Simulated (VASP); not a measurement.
# Mo3Se4 (R-3) in VASP: relaxation of cell and atoms with LDA

Aim: the relaxation of cell and atoms of Mo3Se4 with LDA.

All numbers are computed with VASP 6.6.1; they aren't measurements. Logs are shortened: lines on timing, memory, paths and dates and some standing lists are left out, and cuts for length are marked.

## 1. The cell of the first run

Symmetry: R-3, No. 148, trigonal system. Conventional cell: a = 9.545 Å, b = 9.545 Å, c = 11.210 Å, α = 90.00°, β = 90.00°, γ = 120.00°. Within 3.4 Å of Mo (site symmetry 1) lie 5 Se at 2.55 to 2.60 Å and 5 Mo at 2.68 to 3.27 Å. Within 3.8 Å of Se (site symmetry 1) lie 4 Mo at 2.55 to 2.60 Å and 9 Se at 3.38 to 3.80 Å. Within 3.4 Å of Se (site symmetry 3) lie 3 Mo at 2.55 Å and 3 Se at 3.38 Å.

## 2. Relaxation of cell and atoms, LDA

INCAR

```
ALGO = Normal
EDIFF = 1E-7
EDIFFG = -0.01
ENCUT = 600
IBRION = 2
ISIF = 3
ISMEAR = -1
KPAR = 4
LASPH = True
LCHARG = False
LREAL = False
LWAVE = False
NELM = 100
NSW = 80
PREC = Accurate
SIGMA = 0.1
```

KPOINTS

```
k-points
0
Gamma
  4 4 4
```

POSCAR

```
Mo3Se4
1.0
    4.7725000000      2.7554041600      3.7366666700
   -4.7725000000      2.7554041600      3.7366666700
    0.0000000000     -5.5108083200      3.7366666700
Mo Se
6 8
Direct
    0.2230000000      0.4129000000      0.5461000000
    0.5461000000      0.2230000000      0.4129000000
    0.4129000000      0.5461000000      0.2230000000
    0.7770000000      0.5871000000      0.4539000000
    0.4539000000      0.7770000000      0.5871000000
    0.5871000000      0.4539000000      0.7770000000
    0.3792000000      0.1274000000      0.7447000000
    0.7447000000      0.3792000000      0.1274000000
    0.1274000000      0.7447000000      0.3792000000
    0.6208000000      0.8726000000      0.2553000000
    0.2553000000      0.6208000000      0.8726000000
    0.8726000000      0.2553000000      0.6208000000
    0.2137000000      0.2137000000      0.2137000000
    0.7863000000      0.7863000000      0.7863000000
```

Potentials or basis: VASP PAW LDA potentials, release 64 (Mo_sv, Se).

The run is started by

```bash
$ cat potpaw_LDA.64/Mo_sv/POTCAR potpaw_LDA.64/Se/POTCAR > POTCAR
$ mpirun -np 4 vasp_std > vasp.out
```

OUTCAR:

```text
EDIFF = 1E-7
   EDIFFG = -0.01
   ENCUT = 600
   IBRION = 2
   ISIF = 3
   ISMEAR = -1
   LASPH = True
   LREAL = False
   NELM = 100
   NSW = 80
   PREC = Accurate

 ion  position               nearest neighbor table
   1  0.223  0.413  0.546-  11 2.55  13 2.55   7 2.57   9 2.59  12 2.60   2 2.68   3 2.68   6 2.84
                             5 2.84   4 3.27
   2  0.546  0.223  0.413-  12 2.55  13 2.55   8 2.57   7 2.59  10 2.60   1 2.68   3 2.68   6 2.84
                             4 2.84   5 3.27
   3  0.413  0.546  0.223-  10 2.55  13 2.55   9 2.57   8 2.59  11 2.60   2 2.68   1 2.68   4 2.84
                             5 2.84   6 3.27
   4  0.777  0.587  0.454-   8 2.55  14 2.55  10 2.57  12 2.59   9 2.60   5 2.68   6 2.68   3 2.84
                             2 2.84   1 3.27
   5  0.454  0.777  0.587-   9 2.55  14 2.55  11 2.57  10 2.59   7 2.60   4 2.68   6 2.68   3 2.84
                             1 2.84   2 3.27
   6  0.587  0.454  0.777-   7 2.55  14 2.55  12 2.57  11 2.59   8 2.60   5 2.68   4 2.68   1 2.84
                             2 2.84   3 3.27
   7  0.379  0.127  0.745-   6 2.55   1 2.57   2 2.59   5 2.60
   8  0.745  0.379  0.127-   4 2.55   2 2.57   3 2.59   6 2.60
   9  0.127  0.745  0.379-   5 2.55   3 2.57   1 2.59   4 2.60
  10  0.621  0.873  0.255-   3 2.55   4 2.57   5 2.59   2 2.60
  11  0.255  0.621  0.873-   1 2.55   5 2.57   6 2.59   3 2.60
  12  0.873  0.255  0.621-   2 2.55   6 2.57   4 2.59   1 2.60
  13  0.214  0.214  0.214-   2 2.55   1 2.55   3 2.55
  14  0.786  0.786  0.786-   5 2.55   4 2.55   6 2.55

  LATTYP: Found a trigonal (rhomboedric) cell.
 ALAT       =     6.6582044229
 COS(alpha) =    -0.0275610172

  Lattice vectors:

 A1 = (   4.7725000000,   2.7554041600,   3.7366666700)
 A2 = (  -4.7725000000,   2.7554041600,   3.7366666700)
 A3 = (   0.0000000000,  -5.5108083200,   3.7366666700)

Analysis of symmetry for initial positions (statically):
=====================================================================
 Subroutine PRICEL returns:
 Original cell was already a primitive cell.

 Routine SETGRP: Setting up the symmetry group for a
 trigonal (rhombohedral) supercell.

 Subroutine GETGRP returns: Found  6 space group operations
 (whereof  6 operations were pure point group operations)
 out of a pool of 12 trial point group operations.

The static configuration has the point symmetry S_6 .

Analysis of symmetry for dynamics (positions and initial velocities):
=====================================================================
 Subroutine PRICEL returns:
 Original cell was already a primitive cell.

 Routine SETGRP: Setting up the symmetry group for a
 trigonal (rhombohedral) supercell.

 Subroutine GETGRP returns: Found  6 space group operations
 (whereof  6 operations were pure point group operations)
 out of a pool of 12 trial point group operations.

[... 141 lines left out ...]
   IVDW    =     0    specifies the selected vdW correction
   LEPSILON=     F    determine dielectric tensor
   LRPA    =     F    only Hartree local field effects (RPA)
 conjugate gradient relaxation of ions
 non-spin polarized calculation
  energy-cutoff  :      600.00
  volume of cell :      294.83
 maximum number of plane-waves:      9873
 NGX is ok and might be reduce to    54
   NGX = 27   NGY = 27   NGZ = 27

--------------------------------------- Ionic step        1  -------------------------------------------

 number of electron     131.9999996 magnetization

 Free energy of the ion-electron system (eV)
  ---------------------------------------------------
  ext. energy  EPLUGINS =         0.00000000
  ---------------------------------------------------
  free energy    TOTEN  =      -113.91648364 eV

  energy without entropy =     -113.58271347  energy(sigma->0) =     -113.74959855

------------------------ aborting loop because EDIFF is reached ----------------------------------------

  FORCE on cell =-STRESS in cart. coord.  units (eV):
  Direction    XX          YY          ZZ          XY          YZ          ZX
  --------------------------------------------------------------------------------------
  -------------------------------------------------------------------------------------
  Total       -7.0666438     -7.0666438     -8.7764271      0.0000000     -0.0000000      0.0000000
  in kB      -38.4022729    -38.4022729    -47.6937506      0.0000002     -0.0000000      0.0000000
  external PRESSURE =     -41.4994321 kB  Pullay stress =       0.0000000 kB
[... 125 lines left out ...]
  FREE ENERGIE OF THE ION-ELECTRON SYSTEM (eV)
  ---------------------------------------------------
  free  energy   TOTEN  =      -114.0320595700 eV

  energy  without entropy=     -113.7070145725  energy(sigma->0) =     -113.86953707

[... ionic steps 4 to 15 ...]

--------------------------------------- Ionic step       16  -------------------------------------------

 number of electron     132.0000001 magnetization

------------------------ aborting loop because EDIFF is reached ----------------------------------------
[... 91 lines left out ...]
--------------------------------------- Ionic step       18  -------------------------------------------

 number of electron     132.0000001 magnetization

 Free energy of the ion-electron system (eV)
  ---------------------------------------------------
  ext. energy  EPLUGINS =         0.00000000
  ---------------------------------------------------
  free energy    TOTEN  =      -114.05165666 eV

  energy without entropy =     -113.74077015  energy(sigma->0) =     -113.89621340

 E-fermi :   6.4997     XC(G=0): -10.9589

 val. band max:        6.4651694351   @ k =  -0.2500   0.5000   0.2500
 cond. band min:       6.5036680670   @ k =   0.5000   0.2500   0.2500
 fundamental gap:      0.0384986319
 Fermi energy:         6.4996632036

 k-point     1 :       0.0000    0.0000    0.0000
  band No.  band energies     occupation
      1     -53.9780      2.00000
      2     -53.8831      2.00000
      3     -53.8336      2.00000
      4     -53.8336      2.00000
      5     -53.8001      2.00000
      6     -53.8001      2.00000
[... 1123 lines left out ...]
     77       9.0399      0.00000
     78       9.1775      0.00000
 [bands above 78 left out]

------------------------ aborting loop because EDIFF is reached ----------------------------------------

  FORCE on cell =-STRESS in cart. coord.  units (eV):
  Direction    XX          YY          ZZ          XY          YZ          ZX
  --------------------------------------------------------------------------------------
  -------------------------------------------------------------------------------------
  Total       -0.0102053     -0.0102053      0.0168860     -0.0000001      0.0000000     -0.0000000
  in kB       -0.0577693     -0.0577693      0.0955871     -0.0000004      0.0000000     -0.0000000
  external PRESSURE =      -0.0066505 kB  Pullay stress =       0.0000000 kB
[... 29 lines left out ...]
  FREE ENERGIE OF THE ION-ELECTRON SYSTEM (eV)
  ---------------------------------------------------
  free  energy   TOTEN  =      -114.0516566552 eV

  energy  without entropy=     -113.7407701531  energy(sigma->0) =     -113.89621340

 reached required accuracy - stopping structural energy minimisation
```

OSZICAR:

```text
N       E                     dE             d eps       ncg     rms          rms(c)
DAV:   1     0.150517087603E+04    0.15052E+04   -0.78439E+04  2372   0.177E+03
DAV:   2    -0.161217794057E+02   -0.15213E+04   -0.14803E+04  2502   0.465E+02
DAV:   3    -0.115821347408E+03   -0.99700E+02   -0.96641E+02  2866   0.101E+02
DAV:   4    -0.119060605843E+03   -0.32393E+01   -0.32047E+01  2656   0.160E+01
[... 166 lines left out ...]
DAV:   1    -0.114051669717E+03   -0.40890E-04   -0.35680E-03  2212   0.312E-01    0.347E-02
DAV:   2    -0.114051662432E+03    0.72855E-05   -0.17868E-04  2560   0.621E-02    0.147E-02
DAV:   3    -0.114051657182E+03    0.52499E-05   -0.10555E-05  2776   0.134E-02    0.558E-03
DAV:   4    -0.114051656680E+03    0.50167E-06   -0.20313E-06  2640   0.581E-03    0.239E-03
DAV:   5    -0.114051656655E+03    0.24924E-07   -0.19860E-07  1745   0.181E-03
  18 F= -.11405166E+03 E0= -.11389621E+03  d E =-.278437E-04
```

It took 48 min on 4 MPI ranks of Oxide Virtual Turin-like, shared host; peak memory 0.5 GiB.

Results:

* Free energy: -114.0517 eV
* Relaxed volume: 20.22 Å³/atom
* Relaxed cell: a = 6.568 Å, b = 6.568 Å, c = 6.568 Å, α = 91.57°, β = 91.57°, γ = 91.57°
* Space group after relaxing (to 0.1 Å): R-3 (No. 148)
* Energy gained by relaxing: 9.7 meV/atom
* Ionic steps: 18
* Pressure after relaxing: 0.0 GPa
* Largest force after relaxing: 0.008 eV/Å
* Band gap on the k mesh: zero (bands 66 and 67 overlap by 0.10 eV)

Forces on the atoms (eV/Å):
```
Mo   0.001 -0.002  0.002
Mo   0.001  0.002  0.002
Mo  -0.003  0.000  0.002
Mo  -0.001  0.002 -0.002
Mo  -0.001 -0.002 -0.002
Mo   0.003  0.000 -0.002
Se  -0.004 -0.004 -0.005
Se   0.006 -0.002 -0.005
Se  -0.001  0.006 -0.005
Se   0.004  0.004  0.005
Se  -0.006  0.002  0.005
Se   0.001 -0.006  0.005
Se   0.000  0.000  0.008
Se   0.000  0.000 -0.008
```

The path:
| step | energy change (eV) | largest force (eV/Å) | pressure (GPa) | volume (Å³) |
| --- | --- | --- | --- | --- |
| 1 | 0.0000 | 0.4506 | -4.15 | 294.83 |
| 2 | 0.3682 | 1.4733 | 9.56 | 272.16 |
| 3 | -0.1156 | 0.2012 | -0.19 | 287.10 |
| 4 | -0.1156 | 0.2072 | -0.10 | 286.95 |
| 5 | -0.1256 | 0.0861 | -0.11 | 285.86 |
| 6 | -0.1257 | 0.0891 | -0.11 | 285.72 |
| 7 | -0.1305 | 0.0626 | -0.09 | 284.83 |
| 8 | -0.1316 | 0.0846 | -0.07 | 284.14 |
| 9 | -0.1334 | 0.0623 | 0.15 | 283.43 |
| 10 | -0.1338 | 0.0490 | 0.32 | 282.87 |
| 11 | -0.1347 | 0.0272 | 0.16 | 282.97 |
| 12 | -0.1350 | 0.0216 | 0.02 | 283.06 |
| 13 | -0.1350 | 0.0211 | -0.01 | 283.08 |
| 14 | -0.1350 | 0.0171 | -0.01 | 283.07 |
| 15 | -0.1351 | 0.0122 | 0.00 | 283.04 |
| 16 | -0.1351 | 0.0205 | 0.02 | 282.99 |
| 17 | -0.1351 | 0.0111 | 0.00 | 283.03 |
| 18 | -0.1352 | 0.0077 | 0.00 | 283.03 |

Final structure:
```
Mo Se
1.0
     4.70770    2.71799    3.68664
    -4.70770    2.71799    3.68664
     0.00000   -5.43598    3.68664
Mo Se
6 8
Direct
  0.22086 0.41338 0.54641
  0.54641 0.22086 0.41338
  0.41338 0.54641 0.22086
  0.77914 0.58662 0.45359
  0.45359 0.77914 0.58662
  0.58662 0.45359 0.77914
  0.37921 0.12725 0.74796
  0.74796 0.37921 0.12725
  0.12725 0.74796 0.37921
  0.62079 0.87275 0.25204
  0.25204 0.62079 0.87275
  0.87275 0.25204 0.62079
  0.21273 0.21273 0.21273
  0.78727 0.78727 0.78727
```

Levels at points of the mesh, in eV from the Fermi level:
```csv
k point,band 62,band 63,band 64,band 65,band 66,band 67,band 68,band 69,band 70,band 71
"(0.00, 0.00, 0.00)",-0.92,-0.77,-0.20,-0.12,-0.12,0.69,0.69,1.56,1.64,1.64
"(0.50, 0.00, 0.00)",-0.92,-0.68,-0.40,-0.11,-0.08,0.19,0.33,1.50,1.60,1.89
"(0.50, 0.50, 0.00)",-1.13,-0.74,-0.67,-0.26,-0.04,-0.04,0.30,1.40,1.47,1.98
"(0.50, 0.50, 0.50)",-0.88,-0.67,-0.67,-0.52,-0.52,-0.14,-0.14,1.77,1.80,1.80
```

The gap in the log of VASP goes by the Fermi energy; the results here count the filled bands.